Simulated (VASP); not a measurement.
Crystal: Si.

```
CELL_PARAMETERS angstrom
2.62054 0.00000 0.00000
-1.31027 2.26946 0.00000
0.00000 0.00000 2.46635
ATOMIC_POSITIONS crystal
Si 0.00000 0.00000 0.00000
```

```yaml
Program: VASP 6.6.1
Task: relaxation of cell and atoms
Functional: PBE
Dispersion: D3(BJ)
Potentials_or_basis: VASP PAW PBE potentials, release 64 (Si)
Cutoff: 500 eV
k_mesh: 12 × 12 × 11
Occupations: fermi-dirac, width 0.05 eV
Spin: no spin polarisation
```

At the start: pressure -1.6 GPa; volume 14.67 Å³/atom.

Problem. Where does the relaxation end?

Solution. Over 6 steps the energy falls by 3.0 meV/atom and the volume is 14.45 Å³/atom (-1.5 %); space group P6/mmm (No. 191, to 0.05 Å).

The path:
```
step  energy change (eV)  largest force (eV/Å)  pressure (GPa)  volume (Å³)
   1              0.0000                0.0000           -1.64        14.67
   2             -0.0022                0.0000            0.75        14.35
   3             -0.0030                0.0000           -0.07        14.45
   4             -0.0030                0.0000           -0.11        14.46
   5             -0.0030                0.0000            0.03        14.44
   6             -0.0030                0.0000           -0.01        14.45
```

Final structure:
```xyz
1
Lattice="2.5964 0.0000 0.0000 -1.2982 2.2485 0.0000 0.0000 0.0000 2.4745" Properties=species:S:1:pos:R:3 pbc="T T T"
Si    0.0000    0.0000    0.0000
```

Caveat: pairwise dispersion overbinds metals, which lowers pressure and volume.
